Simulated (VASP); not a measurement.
SiO2, 12 atoms in the cell. The structure is tetragonal, space group I4/mmm (No. 139). Conventional cell: a = 9.011 Å, b = 9.011 Å, c = 5.273 Å, α = 90.00°, β = 90.00°, γ = 90.00°. Si (site symmetry m2m) has 4 O at 1.61 to 1.62 Å within 2.1 Å. O (site symmetry 2/m) has 2 Si at 1.61 Å within 2.1 Å. O (site symmetry m2m) has 2 Si at 1.62 Å within 2.2 Å. 

| Quantity | Value |
| --- | --- |
| Program | VASP 6.6.1 |
| Task | relaxation of cell and atoms |
| Functional | PBEsol |
| Potentials or basis | VASP PAW PBE potentials, release 64 (Si, O) |
| Cutoff | 600 eV |
| k mesh | 6 × 6 × 6 |
| Occupations | fermi-dirac, width 0.02 eV |
| Spin | no spin polarisation |
| Dipole correction | no |
| Further INCAR settings | ALGO = Normal; EDIFF = 1e-07; IBRION = 2; EDIFFG = -0.005; NSW = 80; ISIF = 3 |

Potentials or basis: VASP PAW PBE potentials, release 64 (Si, O).

Run with:

```sh
$ cat potpaw_PBE.64/Si/POTCAR potpaw_PBE.64/O/POTCAR > POTCAR
$ mpirun -np 1 vasp_std > vasp.out
```

Hardware: 1 thread of Oxide Virtual Turin-like Processor (shared host).

Q: How long does it take, and how much memory?

A: Wall time 27 min on 1 thread of Oxide Virtual Turin-like Processor, on a shared host, peak memory 0.54 GiB. Counts: scf iterations 33, k points 30, ion steps 3.
